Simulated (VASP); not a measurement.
# Al2Ga3N5 (P3m1) in VASP: single point with LDA

Aim: the single point of Al2Ga3N5 with LDA.

All numbers are computed with VASP 6.6.1; they aren't measurements. Logs are shortened: lines on timing, memory, paths and dates and some standing lists are left out, and cuts for length are marked.

### Step 1. The cell of the first run

It takes space group P3m1 (No. 156, trigonal). The conventional cell has a = 3.127 Å, b = 3.127 Å, c = 25.321 Å, α = 90.00°, β = 90.00°, γ = 120.00°. Al (site symmetry 3m) has 4 N at 1.88 to 1.89 Å within 2.5 Å. Within 2.5 Å of Al (site symmetry 3m) lie 4 N at 1.88 to 1.90 Å. Within 2.5 Å of Al (site symmetry 3m) lie 4 N at 1.88 to 1.90 Å. Al (site symmetry 3m) has 4 N at 1.88 to 1.90 Å within 2.5 Å. Ga (site symmetry 3m) has 4 N at 1.92 to 1.94 Å within 2.5 Å. Ga (site symmetry 3m) has 4 N at 1.91 to 1.94 Å within 2.5 Å. Ga (site symmetry 3m) has 4 N at 1.91 to 1.94 Å within 2.5 Å. Within 2.5 Å of Ga (site symmetry 3m) lie 4 N at 1.91 to 1.94 Å.

### Step 2. Single point, LDA

Contents of INCAR:

```
PREC = Accurate
ENCUT = 520
EDIFF = 1E-6
ISMEAR = 0
SIGMA = 0.01
LREAL = Auto
LASPH = T
NELM = 60
ALGO = Normal
ISIF = 2
LWAVE = F
LCHARG = F
GGA = CA
NBANDS = 86
```

Contents of KPOINTS:

```
Automatic mesh
0
Gamma
  8 8 1
```

Contents of POSCAR:

```
Al2Ga3N5
1.0
    3.1266937252      0.0000000000      0.0000000000
   -1.5633468626      2.7077961959      0.0000000000
    0.0000000000      0.0000000000     25.3211241003
Al Ga N
4 6 10
Direct
    0.3333333333      0.6666666667      0.6087191967
    0.6666666667      0.3333333333      0.7059969946
    0.3333333333      0.6666666667      0.8032191374
    0.6666666667      0.3333333333      0.9003738815
    0.3333333333      0.6666666667      0.0003311199
    0.6666666667      0.3333333333      0.1020848225
    0.3333333333      0.6666666667      0.2038782448
    0.6666666667      0.3333333333      0.3056708478
    0.3333333333      0.6666666667      0.4074559117
    0.6666666667      0.3333333333      0.5093676898
    0.3333333333      0.6666666667      0.0768735310
    0.6666666667      0.3333333333      0.1786565263
    0.3333333333      0.6666666667      0.2804508706
    0.6666666667      0.3333333333      0.3822444665
    0.3333333333      0.6666666667      0.4840236466
    0.6666666667      0.3333333333      0.5861175833
    0.3333333333      0.6666666667      0.6830337939
    0.6666666667      0.3333333333      0.7802639515
    0.3333333333      0.6666666667      0.8774907554
    0.6666666667      0.3333333333      0.9747274282
```

Potentials or basis: VASP PAW LDA potentials, release 64 (Al, Ga_d, N).

On the command line:

```bash
> cat potpaw_LDA.64/Al/POTCAR potpaw_LDA.64/Ga_d/POTCAR potpaw_LDA.64/N/POTCAR > POTCAR
> mpirun -np 1 vasp_std > vasp.out
```

OUTCAR:

```text
PREC = Accurate
   ENCUT = 520
   EDIFF = 1E-6
   ISMEAR = 0
   LREAL = Auto
   LASPH = T
   NELM = 60
   ISIF = 2
   GGA = CA

 ion  position               nearest neighbor table
   1  0.333  0.667  0.609-  17 1.88  16 1.89  16 1.89  16 1.89   2 3.05   2 3.05   2 3.05  10 3.10
                            10 3.10  10 3.10
   2  0.667  0.333  0.706-  18 1.88  17 1.90  17 1.90  17 1.90   3 3.05   3 3.05   3 3.05   1 3.05
                             1 3.05   1 3.05
   3  0.333  0.667  0.803-  19 1.88  18 1.90  18 1.90  18 1.90   4 3.05   4 3.05   4 3.05   2 3.05
                             2 3.05   2 3.05
   4  0.667  0.333  0.900-  20 1.88  19 1.90  19 1.90  19 1.90   3 3.05   3 3.05   3 3.05   5 3.11
                             5 3.11   5 3.11
   5  0.333  0.667  0.000-  20 1.92  20 1.92  20 1.92  11 1.94   4 3.11   4 3.11   4 3.11
   6  0.667  0.333  0.102-  11 1.91  11 1.91  11 1.91  12 1.94
   7  0.333  0.667  0.204-  12 1.91  12 1.91  12 1.91  13 1.94
   8  0.667  0.333  0.306-  13 1.91  13 1.91  13 1.91  14 1.94
   9  0.333  0.667  0.407-  14 1.91  14 1.91  14 1.91  15 1.94
  10  0.667  0.333  0.509-  15 1.92  15 1.92  15 1.92  16 1.94   1 3.10   1 3.10   1 3.10
  11  0.333  0.667  0.077-   6 1.91   6 1.91   6 1.91   5 1.94
  12  0.667  0.333  0.179-   7 1.91   7 1.91   7 1.91   6 1.94
  13  0.333  0.667  0.280-   8 1.91   8 1.91   8 1.91   7 1.94
  14  0.667  0.333  0.382-   9 1.91   9 1.91   9 1.91   8 1.94
  15  0.333  0.667  0.484-  10 1.92  10 1.92  10 1.92   9 1.94
  16  0.667  0.333  0.586-   1 1.89   1 1.89   1 1.89  10 1.94
  17  0.333  0.667  0.683-   1 1.88   2 1.90   2 1.90   2 1.90
  18  0.667  0.333  0.780-   2 1.88   3 1.90   3 1.90   3 1.90
  19  0.333  0.667  0.877-   3 1.88   4 1.90   4 1.90   4 1.90
  20  0.667  0.333  0.975-   4 1.88   5 1.92   5 1.92   5 1.92

  LATTYP: Found a hexagonal cell.
 ALAT       =     3.1266937252
 C/A-ratio  =     8.0983704596

  Lattice vectors:

 A1 = (   3.1266937252,   0.0000000000,   0.0000000000)
 A2 = (  -1.5633468626,   2.7077961959,   0.0000000000)
 A3 = (   0.0000000000,   0.0000000000,  25.3211241003)

Analysis of symmetry for initial positions (statically):
=====================================================================
 Subroutine PRICEL returns:
 Original cell was already a primitive cell.

 Routine SETGRP: Setting up the symmetry group for a
 hexagonal supercell.

 Subroutine GETGRP returns: Found  6 space group operations
 (whereof  6 operations were pure point group operations)
 out of a pool of 24 trial point group operations.

The static configuration has the point symmetry C_3v.

Analysis of symmetry for dynamics (positions and initial velocities):
=====================================================================
 Subroutine PRICEL returns:
 Original cell was already a primitive cell.

 Routine SETGRP: Setting up the symmetry group for a
 hexagonal supercell.

 Subroutine GETGRP returns: Found  6 space group operations
 (whereof  6 operations were pure point group operations)
 out of a pool of 24 trial point group operations.

The dynamic configuration has the point symmetry C_3v.

 Subroutine INISYM returns: Found  6 space group operations
 (whereof  6 operations are pure point group operations),
 and found     1 'primitive' translations

----------------------------------------------------------------------------------------

                                     Primitive cell

  volume of cell :     214.3800

  direct lattice vectors                    reciprocal lattice vectors
     3.126693725  0.000000000  0.000000000     0.319826656  0.184652006  0.000000000
    -1.563346863  2.707796196  0.000000000     0.000000000  0.369304012  0.000000000
     0.000000000  0.000000000 25.321124100     0.000000000  0.000000000  0.039492717

  length of vectors
     3.126693725  3.126693725 25.321124100     0.369304012  0.369304012  0.039492717

  position of ions in fractional coordinates (direct lattice)
     0.333333333  0.666666667  0.608719197
     0.666666667  0.333333333  0.705996995
     0.333333333  0.666666667  0.803219137
     0.666666667  0.333333333  0.900373882
     0.333333333  0.666666667  0.000331120
     0.666666667  0.333333333  0.102084822
[... 12 lines left out ...]
     0.333333333  0.666666667  0.877490755
     0.666666667  0.333333333  0.974727428

  ion indices of the primitive-cell ions
   primitive index   ion index
                 1           1
                 2           2
                 3           3
                 4           4
                 5           5
                 6           6
[... 12 lines left out ...]
                19          19
                20          20

----------------------------------------------------------------------------------------

 KPOINTS: Automatic mesh

Automatic generation of k-mesh.
 Grid dimensions read from file:
 generate k-points for:    8    8    1

 Generating k-lattice:

  Cartesian coordinates                     Fractional coordinates (reciprocal lattice)
     0.039978332  0.023081501  0.000000000     0.125000000  0.000000000  0.000000000
     0.000000000  0.046163002  0.000000000     0.000000000  0.125000000  0.000000000
     0.000000000  0.000000000  0.039492717     0.000000000  0.000000000  1.000000000

  Length of vectors
     0.046163002  0.046163002  0.039492717

  Shift w.r.t. Gamma in fractional coordinates (k-lattice)
     0.000000000  0.000000000  0.000000000

 Subroutine IBZKPT returns following result:
 ===========================================

 Found     10 irreducible k-points:

 Following reciprocal coordinates:
            Coordinates               Weight
  0.000000  0.000000  0.000000      1.000000
  0.125000 -0.000000  0.000000      6.000000
  0.250000 -0.000000  0.000000      6.000000
  0.375000 -0.000000  0.000000      6.000000
  0.500000 -0.000000  0.000000      3.000000
  0.125000  0.125000  0.000000      6.000000
  0.250000  0.125000  0.000000     12.000000
  0.375000  0.125000  0.000000     12.000000
  0.250000  0.250000  0.000000      6.000000
  0.375000  0.250000  0.000000      6.000000
   k-points           NKPTS =     10   k-points in BZ     NKDIM =     10   number of bands    NBANDS=     86
   number of dos      NEDOS =    301   number of ions     NIONS =     20
   total plane-waves  NPLWV = 110592
   dimension x,y,z NGX =    24 NGY =   24 NGZ =  192
   dimension x,y,z NGXF=    48 NGYF=   48 NGZF=  384
   ions per type =               4   6  10
   NGX,Y,Z   is equivalent  to a cutoff of  12.76, 12.76, 12.61 a.u.
   NGXF,Y,Z  is equivalent  to a cutoff of  25.52, 25.52, 25.21 a.u.
 SYSTEM =  unknown system
   PREC   = accura    normal or accurate (medium, high low for compatibility)
   ISTART =      0    job   : 0-new  1-cont  2-samecut
   ICHARG =      2    charge: 1-file 2-atom 10-const
   ISPIN  =      1    spin polarized calculation?
   LNONCOLLINEAR =      F non collinear calculations
   LSORBIT =      F    spin-orbit coupling
   LASPH  =      T    aspherical Exc in radial PAW
   ENCUT  =  520.0 eV  38.22 Ry    6.18 a.u.   5.81  5.81 47.08*2*pi/ulx,y,z
   NELM   =     60;   NELMIN=  2; NELMDL= -5     # of ELM steps
   EDIFF  = 0.1E-05   stopping-criterion for ELM
   LREAL  =      T    real-space projection
   EDIFFG = 0.1E-04   stopping-criterion for IOM
   NSW    =      0    number of steps for IOM
   IBRION =     -1    ionic relax: 0-MD 1-quasi-New 2-CG
   NFREE  =      0    steps in history (QN), initial steepest desc. (CG)
   ISIF   =      2    stress and relaxation
   ISYM   =      2    0-nonsym 1-usesym 2-fastsym
   POTIM  = 0.5000    time-step for ionic-motion
   TEBEG  =    0.0;   TEEND  =   0.0 temperature during run
   PSTRESS=    0.0 pullay stress
   NELECT =     140.0000    total number of electrons
   NUPDOWN=      -1.0000    fix difference up-down
   EMIN   =  10.00;   EMAX   =-10.00  energy-range for DOS
   EFERMI =   0.00;   METHOD = LEGACY
   ISMEAR =     0;   SIGMA  =   0.01  broadening in eV -4-tet -1-fermi 0-gaus
   EFERMI_NEDOS =   21; number of points for ismear=-14 and -15
   IALGO  =     38    algorithm
   IMIX   =      4    mixing-type and parameters
     AMIX     =   0.40;   BMIX     =  1.00
     AMIX_MAG =   1.60;   BMIX_MAG =  1.00
  volume/ion in A,a.u.               =      10.72        72.34
  Fermi-wavevector in a.u.,A,eV,Ry     =   1.420330  2.684035 27.447559  2.017339
  Thomas-Fermi vector in A             =   2.541257
   LORBIT       =      0    0 simple, 1 ext, 2 COOP (PROOUT), +10 PAW based schemes
   GGA     = CA    functional components
   LHFCALC =     F    Hartree Fock is set to
   AEXX    =    0.0000 exact exchange contribution
   IVDW    =     0    specifies the selected vdW correction
   LEPSILON=     F    determine dielectric tensor
   LRPA    =     F    only Hartree local field effects (RPA)
 non-spin polarized calculation
 Gauss-broadening in eV      SIGMA  =   0.01
  energy-cutoff  :      520.00
  volume of cell :      214.38
 maximum number of plane-waves:      5792
 NGX is ok and might be reduce to    24
   NGX = 11   NGY = 11   NGZ = 95

 number of electron     140.0000075 magnetization

 Free energy of the ion-electron system (eV)
  ---------------------------------------------------
  ext. energy  EPLUGINS =         0.00000000
  ---------------------------------------------------
  free energy    TOTEN  =      -149.31257054 eV

  energy without entropy =     -149.31257054  energy(sigma->0) =     -149.31257054

 E-fermi :   6.1078     XC(G=0): -11.9327

 val. band max:        6.0438940041   @ k =   0.0000   0.0000   0.0000
 cond. band min:       8.4368704541   @ k =   0.0000   0.0000   0.0000
 fundamental gap:      2.3929764499
 Fermi energy:         6.1077807007

 k-point     1 :       0.0000    0.0000    0.0000
  band No.  band energies     occupation
      1     -10.3350      2.00000
      2     -10.0739      2.00000
      3      -9.8600      2.00000
      4      -9.6369      2.00000
      5      -9.5939      2.00000
      6      -9.3861      2.00000
[... 74 lines left out ...]
     81      14.4969      0.00000
     82      14.5820      0.00000

 k-point     2 :       0.1250   -0.0000    0.0000
  band No.  band energies     occupation
      1     -10.1716      2.00000
      2      -9.9197      2.00000
      3      -9.7117      2.00000
      4      -9.4956      2.00000
      5      -9.4748      2.00000
      6      -9.3019      2.00000
[... 74 lines left out ...]
     81      13.9526      0.00000
     82      14.0412      0.00000
[... 593 lines left out ...]
     81      13.4400      0.00000
     82      13.8193      0.00000

 k-point    10 :       0.3750    0.2500    0.0000
  band No.  band energies     occupation
      1      -9.3566      2.00000
      2      -9.2449      2.00000
      3      -9.1370      2.00000
      4      -9.0294      2.00000
      5      -8.9235      2.00000
      6      -8.6352      2.00000
[... 74 lines left out ...]
     81      13.4230      0.00000
     82      13.4709      0.00000
 [bands above 82 left out]

------------------------ aborting loop because EDIFF is reached ----------------------------------------

  FORCE on cell =-STRESS in cart. coord.  units (eV):
  Direction    XX          YY          ZZ          XY          YZ          ZX
  --------------------------------------------------------------------------------------
  -------------------------------------------------------------------------------------
  Total        1.2691416      1.2691416      1.2600379      0.0000000      0.0000000      0.0000000
  in kB        9.4849789      9.4849789      9.4169421      0.0000000      0.0000000      0.0000000
  external PRESSURE =       9.4623000 kB  Pullay stress =       0.0000000 kB

 VOLUME and BASIS-vectors are now :
 -----------------------------------------------------------------------------
  energy-cutoff  :      520.00
  volume of cell :      214.38
      direct lattice vectors                 reciprocal lattice vectors
     3.126693725  0.000000000  0.000000000     0.319826656  0.184652006  0.000000000
    -1.563346863  2.707796196  0.000000000     0.000000000  0.369304012  0.000000000
     0.000000000  0.000000000 25.321124100     0.000000000  0.000000000  0.039492717

 POSITION                                       TOTAL-FORCE (eV/Angst)
 -----------------------------------------------------------------------------------
     -0.00000      1.80520     15.41345        -0.000000      0.000000     -0.001945
      1.56335      0.90260     17.87664         0.000000     -0.000000     -0.006234
     -0.00000      1.80520     20.33841        -0.000000      0.000000     -0.000673
      1.56335      0.90260     22.79848        -0.000000      0.000000     -0.005186
     -0.00000      1.80520      0.00838         0.000000     -0.000000      0.001830
      1.56335      0.90260      2.58490         0.000000      0.000000      0.002852
[... 12 lines left out ...]
     -0.00000      1.80520     22.21905         0.000000      0.000000      0.005301
      1.56335      0.90260     24.68119         0.000000      0.000000     -0.025840
 -----------------------------------------------------------------------------------
    total drift:                               -0.000000     -0.000001     -0.010774

  FREE ENERGIE OF THE ION-ELECTRON SYSTEM (eV)
  ---------------------------------------------------
  free  energy   TOTEN  =      -149.3125705369 eV

  energy  without entropy=     -149.3125705369  energy(sigma->0) =     -149.31257054
```

Wall time 9.8 min (1 thread of Intel Xeon 8259CL, shared host); peak memory 0.33 GiB.

What came out:

* Free energy: -149.3126 eV
* Pressure: 0.9 GPa
* Largest force: 0.026 eV/Å
* Band gap on the k mesh: 2.39 eV, direct

Forces in eV/Å, atoms in the order of the input:
```
Al   0.000  0.000 -0.002
Al   0.000  0.000 -0.006
Al   0.000  0.000 -0.001
Al   0.000  0.000 -0.005
Ga   0.000  0.000  0.002
Ga   0.000  0.000  0.003
Ga   0.000  0.000  0.005
Ga   0.000  0.000 -0.001
Ga   0.000  0.000  0.007
Ga   0.000  0.000  0.004
N    0.000  0.000 -0.003
N    0.000  0.000 -0.003
N    0.000  0.000 -0.002
N    0.000  0.000 -0.004
N    0.000  0.000 -0.003
N    0.000  0.000  0.023
N    0.000  0.000  0.003
N    0.000  0.000  0.004
N    0.000  0.000  0.005
N    0.000  0.000 -0.026
```

Levels at points of the mesh, in eV from the valence-band top:
```tsv
k point	band 66	band 67	band 68	band 69	band 70	band 71	band 72	band 73	band 74	band 75
(0.00, 0.00, 0.00)	-0.31	-0.24	-0.24	0.00	0.00	2.39	3.20	3.66	4.34	4.44
(0.50, 0.00, 0.00)	-1.80	-1.69	-1.52	-1.42	-1.14	3.93	4.10	4.37	4.50	4.72
```

A hybrid or GW would open this gap; LDA tends to underestimate it.
